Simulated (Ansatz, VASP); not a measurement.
**Ru: VASP beside Ansatz**

```xyz
4
Lattice="2.6972 0.0000 0.0000 -1.3486 2.3359 0.0000 0.0000 0.0000 8.7616" Properties=species:S:1:pos:R:3 pbc="T T T"
Ru    0.0000    0.0000    0.0000
Ru    0.0000    1.5573    2.1904
Ru    0.0000    0.0000    4.3808
Ru    1.3486    0.7786    6.5712
```

Alike in both runs: task relaxation of cell and atoms; functional PBE; k mesh 18 × 18 × 6; occupations gaussian, width 0.1 eV; no spin polarisation.

|  | VASP | Ansatz |
| --- | --- | --- |
| version | VASP 6.6.1 | Ansatz 0.2.0 |
| potentials or method | VASP PAW PBE potentials, release 64 (Ru_pv), cutoff 600 eV | scalar-relativistic, plane waves, PAW |
| valence electrons in the cell | 56 | 64 |

|  | VASP | Ansatz | Ansatz less VASP |
| --- | --- | --- | --- |
| gap on the k mesh at the Fermi level, each at its own relaxed structure (eV) | none | none | - |
| relaxed volume (Å³/atom) | 13.81 | 13.82 | +0.004 |
| relaxed length of the cell vector where the two differ most in proportion (Å) | 2.706 | 2.706 | +0.0003 |

A gap of «none» marks a metal or a gap that the smearing closes. VASP's potentials hold 56 valence electrons a cell and Ansatz's 64, so a difference there can come from the potentials and not from the codes.
